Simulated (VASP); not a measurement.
# Re (P6_3/mmc) in VASP: single point with PBE

Aim: the single point of Re with PBE.

Everything below comes from runs of VASP 6.6.1. Logs are shortened: lines on timing, memory, paths and dates and some standing lists are left out, and cuts for length are marked.

### Step 1. The cell of the first run

It takes space group P6_3/mmc (No. 194, hexagonal). The conventional cell has a = 2.603 Å, b = 2.603 Å, c = 4.162 Å, α = 90.00°, β = 90.00°, γ = 120.00°. Within 3.4 Å of Re (site symmetry -6m2) lie 12 Re at 2.57 to 2.60 Å.

### Step 2. Single point, PBE

INCAR

```
PREC = Accurate ; ENCUT = 520
EDIFF = 1E-6 ; ISMEAR = -1
SIGMA = 0.05 ; LREAL = False
LASPH = True ; NELM = 60
ALGO = Normal ; ISIF = 2
LWAVE = False ; LCHARG = False
GGA = PE ; NBANDS = 14
```

KPOINTS

```
Automatic mesh
0
Gamma
  18 18 10
```

POSCAR

```
Re
1.0
    2.6029010724      0.0000000000      0.0000000000
   -1.3014505362      2.2541784522      0.0000000000
    0.0000000000      0.0000000000      4.1620000000
Re
2
Direct
    0.3333333333      0.6666666667      0.2500000000
    0.6666666667      0.3333333333      0.7500000000
```

Potentials or basis: VASP PAW PBE potentials, release 64 (Re).

The run is started by

```sh
> cat potpaw_PBE.64/Re/POTCAR > POTCAR
> mpirun -np 1 vasp_std > vasp.out
```

OUTCAR:

```text
PREC = Accurate
   ENCUT = 520
   EDIFF = 1E-6
   ISMEAR = -1
   LREAL = False
   LASPH = True
   NELM = 60
   ISIF = 2
   GGA = PE

 ion  position               nearest neighbor table
   1  0.333  0.667  0.250-   2 2.57   2 2.57   2 2.57   2 2.57   2 2.57   2 2.57
   2  0.667  0.333  0.750-   1 2.57   1 2.57   1 2.57   1 2.57   1 2.57   1 2.57

  LATTYP: Found a hexagonal cell.
 ALAT       =     2.6029010724
 C/A-ratio  =     1.5989850879

  Lattice vectors:

 A1 = (   2.6029010724,   0.0000000000,   0.0000000000)
 A2 = (  -1.3014505362,   2.2541784522,   0.0000000000)
 A3 = (   0.0000000000,   0.0000000000,   4.1620000000)

Analysis of symmetry for initial positions (statically):
=====================================================================
 Subroutine PRICEL returns:
 Original cell was already a primitive cell.

 Routine SETGRP: Setting up the symmetry group for a
 hexagonal supercell.

 Subroutine GETGRP returns: Found 24 space group operations
 (whereof 12 operations were pure point group operations)
 out of a pool of 24 trial point group operations.

The static configuration has the point symmetry D_3d.
 The point group associated with its full space group is D_6h.

Analysis of symmetry for dynamics (positions and initial velocities):
=====================================================================
 Subroutine PRICEL returns:
 Original cell was already a primitive cell.

 Routine SETGRP: Setting up the symmetry group for a
 hexagonal supercell.

 Subroutine GETGRP returns: Found 24 space group operations
 (whereof 12 operations were pure point group operations)
 out of a pool of 24 trial point group operations.

The dynamic configuration has the point symmetry D_3d.
 The point group associated with its full space group is D_6h.

 Subroutine INISYM returns: Found 24 space group operations
 (whereof 12 operations are pure point group operations),
 and found     1 'primitive' translations

----------------------------------------------------------------------------------------

                                     Primitive cell

  volume of cell :      24.4201

  direct lattice vectors                    reciprocal lattice vectors
     2.602901072  0.000000000  0.000000000     0.384186710  0.221810301  0.000000000
    -1.301450536  2.254178452  0.000000000     0.000000000  0.443620601  0.000000000
     0.000000000  0.000000000  4.162000000     0.000000000  0.000000000  0.240269101

  length of vectors
     2.602901072  2.602901072  4.162000000     0.443620601  0.443620601  0.240269101

  position of ions in fractional coordinates (direct lattice)
     0.333333333  0.666666667  0.250000000
     0.666666667  0.333333333  0.750000000

  ion indices of the primitive-cell ions
   primitive index   ion index
                 1           1
                 2           2

----------------------------------------------------------------------------------------

 KPOINTS: Automatic mesh

Automatic generation of k-mesh.
 Grid dimensions read from file:
 generate k-points for:   18   18   10

 Generating k-lattice:

  Cartesian coordinates                     Fractional coordinates (reciprocal lattice)
     0.021343706  0.012322794  0.000000000     0.055555556  0.000000000  0.000000000
     0.000000000  0.024645589  0.000000000     0.000000000  0.055555556  0.000000000
     0.000000000  0.000000000  0.024026910     0.000000000  0.000000000  0.100000000

  Length of vectors
     0.024645589  0.024645589  0.024026910

  Shift w.r.t. Gamma in fractional coordinates (k-lattice)
     0.000000000  0.000000000  0.000000000

 Subroutine IBZKPT returns following result:
 ===========================================

 Found    222 irreducible k-points:

 Following reciprocal coordinates:
            Coordinates               Weight
  0.000000  0.000000  0.000000      1.000000
  0.055556  0.000000  0.000000      6.000000
  0.111111  0.000000  0.000000      6.000000
  0.166667  0.000000  0.000000      6.000000
  0.222222  0.000000  0.000000      6.000000
  0.277778  0.000000  0.000000      6.000000
[... 16 lines left out ...]
  0.333333  0.111111  0.000000     12.000000
  0.388889  0.111111  0.000000     12.000000
 [... further k-points ...]
   k-points           NKPTS =    222   k-points in BZ     NKDIM =    222   number of bands    NBANDS=     14
   number of dos      NEDOS =    301   number of ions     NIONS =      2
   total plane-waves  NPLWV =  12800
   dimension x,y,z NGX =    20 NGY =   20 NGZ =   32
   dimension x,y,z NGXF=    40 NGYF=   40 NGZF=   64
   ions per type =               2
   NGX,Y,Z   is equivalent  to a cutoff of  12.77, 12.77, 12.78 a.u.
   NGXF,Y,Z  is equivalent  to a cutoff of  25.55, 25.55, 25.56 a.u.
 SYSTEM =  unknown system
   PREC   = accura    normal or accurate (medium, high low for compatibility)
   ISTART =      0    job   : 0-new  1-cont  2-samecut
   ICHARG =      2    charge: 1-file 2-atom 10-const
   ISPIN  =      1    spin polarized calculation?
   LNONCOLLINEAR =      F non collinear calculations
   LSORBIT =      F    spin-orbit coupling
   LASPH  =      T    aspherical Exc in radial PAW
   ENCUT  =  520.0 eV  38.22 Ry    6.18 a.u.   4.84  4.84  7.74*2*pi/ulx,y,z
   NELM   =     60;   NELMIN=  2; NELMDL= -5     # of ELM steps
   EDIFF  = 0.1E-05   stopping-criterion for ELM
   LREAL  =      F    real-space projection
[... 7 lines left out ...]
   TEBEG  =    0.0;   TEEND  =   0.0 temperature during run
   PSTRESS=    0.0 pullay stress
   NELECT =      14.0000    total number of electrons
   NUPDOWN=      -1.0000    fix difference up-down
   EMIN   =  10.00;   EMAX   =-10.00  energy-range for DOS
   EFERMI =   0.00;   METHOD = LEGACY
   ISMEAR =    -1;   SIGMA  =   0.05  broadening in eV -4-tet -1-fermi 0-gaus
   EFERMI_NEDOS =   21; number of points for ismear=-14 and -15
   IALGO  =     38    algorithm
   IMIX   =      4    mixing-type and parameters
     AMIX     =   0.40;   BMIX     =  1.00
     AMIX_MAG =   1.60;   BMIX_MAG =  1.00
  volume/ion in A,a.u.               =      12.21        82.40
  Fermi-wavevector in a.u.,A,eV,Ry     =   1.359987  2.570003 25.164863  1.849565
  Thomas-Fermi vector in A             =   2.486688
   LORBIT       =      0    0 simple, 1 ext, 2 COOP (PROOUT), +10 PAW based schemes
   GGA     = PE    functional components
   LHFCALC =     F    Hartree Fock is set to
   AEXX    =    0.0000 exact exchange contribution
   IVDW    =     0    specifies the selected vdW correction
   LEPSILON=     F    determine dielectric tensor
   LRPA    =     F    only Hartree local field effects (RPA)
 non-spin polarized calculation
  energy-cutoff  :      520.00
  volume of cell :       24.42
 maximum number of plane-waves:       675
 NGX is ok and might be reduce to    20
   NGX =  9   NGY =  9   NGZ = 15

 number of electron      14.0000001 magnetization

 Free energy of the ion-electron system (eV)
  ---------------------------------------------------
  ext. energy  EPLUGINS =         0.00000000
  ---------------------------------------------------
  free energy    TOTEN  =       -23.19163778 eV

  energy without entropy =      -23.18063428  energy(sigma->0) =      -23.18613603

 E-fermi :  10.3792     XC(G=0): -14.7793

 val. band max:       10.3728497714   @ k =   0.1667   0.0556   0.2000
 cond. band min:      10.3833705821   @ k =   0.3333   0.3333   0.1000
 fundamental gap:      0.0105208108
 Fermi energy:        10.3792403833

 k-point     1 :       0.0000    0.0000    0.0000
  band No.  band energies     occupation
      1      -0.7573      2.00000
      2       2.2466      2.00000
      3       8.1812      2.00000
      4       8.1812      2.00000
      5       8.3903      2.00000
      6       9.3490      2.00000
      7       9.3490      2.00000
      8      10.4272      0.55370
      9      10.4272      0.55370
     10      11.7454      0.00000
     11      14.6492      0.00000
     12      14.6492      0.00000
     13      23.0972      0.00000
     14      24.6372      0.00000

 k-point     2 :       0.0556    0.0000    0.0000
  band No.  band energies     occupation
      1      -0.5983      2.00000
      2       2.3953      2.00000
      3       7.7556      2.00000
      4       8.3291      2.00000
      5       8.7569      2.00000
      6       9.2293      2.00000
      7       9.4904      2.00000
      8      10.1724      1.96858
      9      10.2915      1.70510
     10      11.1735      0.00000
     11      14.7559      0.00000
     12      15.4721      0.00000
     13      23.1610      0.00000
     14      25.0090      0.00000

 k-point     3 :       0.1111    0.0000    0.0000
  band No.  band energies     occupation
      1      -0.1390      2.00000
      2       2.8077      2.00000
      3       7.1784      2.00000
      4       8.7679      2.00000
      5       8.8653      2.00000
      6       9.1973      2.00000
      7       9.2860      2.00000
      8       9.9087      1.99984
      9       9.9389      1.99970
     10      10.5912      0.02845
     11      15.0220      0.00000
     12      17.0347      0.00000
     13      23.2493      0.00000
     14      26.0570      0.00000
[... 324 lines left out ...]
 k-point    23 :       0.3333    0.1111    0.0000
  band No.  band energies     occupation
      1       3.4534      2.00000
      2       3.7639      2.00000
      3       4.1026      2.00000
      4       7.2690      2.00000
      5       7.5779      2.00000
      6       9.0541      2.00000
      7       9.2690      2.00000
      8      13.3452      0.00000
      9      14.5873      0.00000
     10      15.8215      0.00000
     11      16.4362      0.00000
     12      22.3585      0.00000
     13      23.0484      0.00000
     14      24.8057      0.00000

 k-point    24 :       0.3889    0.1111    0.0000
  band No.  band energies     occupation
      1       3.2685      2.00000
      2       3.7416      2.00000
      3       3.8440      2.00000
      4       7.5269      2.00000
      5       7.9032      2.00000
      6       8.7988      2.00000
      7       9.7134      2.00000
      8      14.5552      0.00000
      9      15.2683      0.00000
     10      15.8592      0.00000
     11      17.7347      0.00000
     12      21.0436      0.00000
     13      22.8975      0.00000
     14      23.4708      0.00000

 [... further k-points ...]

------------------------ aborting loop because EDIFF is reached ----------------------------------------

  FORCE on cell =-STRESS in cart. coord.  units (eV):
  Direction    XX          YY          ZZ          XY          YZ          ZX
  --------------------------------------------------------------------------------------
  -------------------------------------------------------------------------------------
  Total       17.3877530     17.3877530     18.6984717      0.0000000     -0.0000000      0.0000000
  in kB     1140.7908077   1140.7908077   1226.7855760      0.0000000     -0.0000000      0.0000000
  external PRESSURE =    1169.4557305 kB  Pullay stress =       0.0000000 kB

 VOLUME and BASIS-vectors are now :
 -----------------------------------------------------------------------------
  energy-cutoff  :      520.00
  volume of cell :       24.42
      direct lattice vectors                 reciprocal lattice vectors
     2.602901072  0.000000000  0.000000000     0.384186710  0.221810301  0.000000000
    -1.301450536  2.254178452  0.000000000     0.000000000  0.443620601  0.000000000
     0.000000000  0.000000000  4.162000000     0.000000000  0.000000000  0.240269101

 POSITION                                       TOTAL-FORCE (eV/Angst)
 -----------------------------------------------------------------------------------
     -0.00000      1.50279      1.04050        -0.000000      0.000000      0.000000
      1.30145      0.75139      3.12150         0.000000     -0.000000      0.000000
 -----------------------------------------------------------------------------------
    total drift:                                0.000000     -0.000000     -0.000000

  FREE ENERGIE OF THE ION-ELECTRON SYSTEM (eV)
  ---------------------------------------------------
  free  energy   TOTEN  =       -23.1916377848 eV

  energy  without entropy=      -23.1806342760  energy(sigma->0) =      -23.18613603
```

Wall time 92 s (1 thread of Intel Xeon 8259CL, shared host); peak memory 0.19 GiB.

What came out:

| Item | Value |
| --- | --- |
| Free energy | -23.1916 eV |
| Pressure | 116.9 GPa |
| Band gap on the k mesh | zero (bands 7 and 8 overlap by 4.62 eV) |

Caveat: the cell stands under pressure; spin-orbit coupling is left out, which moves the levels of the heavy elements.
